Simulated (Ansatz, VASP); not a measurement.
**BeCd3S4: VASP beside Ansatz**

File INCAR:

```
SYSTEM = BeCd3S4
  PREC = Accurate
  ENCUT = 600
  EDIFF = 1E-7
  ISMEAR = 0
  SIGMA = 0.15
  LREAL = .False.
  LASPH = .True.
  NELM = 120
  ALGO = Normal
  ISIF = 3
  LWAVE = .False.
  LCHARG = .False.
  GGA = PE
  IBRION = 2
  NSW = 36
  EDIFFG = -0.08
  GGA_COMPAT = .False.
  NELMIN = 4
```

The input KPOINTS:

```
regular mesh
0
Gamma
  2 2 2
  0 0 0
```

File POSCAR:

```
BeCd3S4
1.0
    6.1330445900      0.0000000000      0.0000000000
   -3.0665223000      5.3113724200      0.0000000000
    0.0000000000      0.0000000000      5.3189263500
Be Cd S
1 3 4
Direct
    0.0000000000      0.0000000000      0.5000000000
    0.5000000000      0.0000000000      0.5000000000
    0.0000000000      0.5000000000      0.5000000000
    0.5000000000      0.5000000000      0.5000000000
    0.5000000000      0.0000000000      0.0000000000
    0.0000000000      0.5000000000      0.0000000000
    0.5000000000      0.5000000000      0.0000000000
    0.0000000000      0.0000000000      0.0000000000
```

Input for Ansatz:

```yaml
crystal:
  lattice:
    - [6.13304459, 0.0, 0.0]
    - [-3.0665223, 5.31137242, 0.0]
    - [0.0, 0.0, 5.31892635]
  atoms:
    - { symbol: Be, position: [0.0, 0.0, 0.5] }
    - { symbol: Cd, position: [0.5, 0.0, 0.5] }
    - { symbol: Cd, position: [0.0, 0.5, 0.5] }
    - { symbol: Cd, position: [0.5, 0.5, 0.5] }
    - { symbol: S, position: [0.5, 0.0, 0.0] }
    - { symbol: S, position: [0.0, 0.5, 0.0] }
    - { symbol: S, position: [0.5, 0.5, 0.0] }
    - { symbol: S, position: [0.0, 0.0, 0.0] }
basis:
  ecutwfc: 420
kpoints:
  mp_grid: { grid: [2, 2, 2] }
hamiltonian:
  xc: pbe
scf:
  occupations: { method: gaussian, width: 0.15 }
  lower_state_search: "off"
output:
  forces: true
  stress: true
  eigenvalues: true
relax:
  adjacent_minimum: "off"
  f_tol: 0.08
  max_steps: 16
  cell: { stress_tol: 0.8 }
```

Alike in both runs: task relaxation of cell and atoms; functional PBE; k mesh 2 × 2 × 2; occupations gaussian, width 0.15 eV; no spin polarisation.

|  | VASP | Ansatz |
| --- | --- | --- |
| version | VASP 6.6.1 | Ansatz 0.2.0 |
| potentials or method | VASP PAW PBE potentials, release 64 (Be, Cd, S), cutoff 600 eV | scalar-relativistic, plane waves, PAW |
| valence electrons in the cell | 62 | 86 |

VASP gave:

* gap on the k mesh at the Fermi level, each at its own relaxed structure (eV): none
* relaxed volume (Å³/atom): 18.62
* relaxed cell length with the largest relative difference (Å): 5.010

Q: Estimate Ansatz's values.

A: gap on the k mesh at the Fermi level, each at its own relaxed structure (eV): none; relaxed volume (Å³/atom): 18.57; relaxed cell length with the largest relative difference (Å): 4.984.

A gap of «none» marks a metal or a gap that the smearing closes. VASP's potentials hold 62 valence electrons a cell and Ansatz's 86, so a difference there can come from the potentials and not from the codes.

The k mesh is coarse, so the values compare programs but aren't converged.
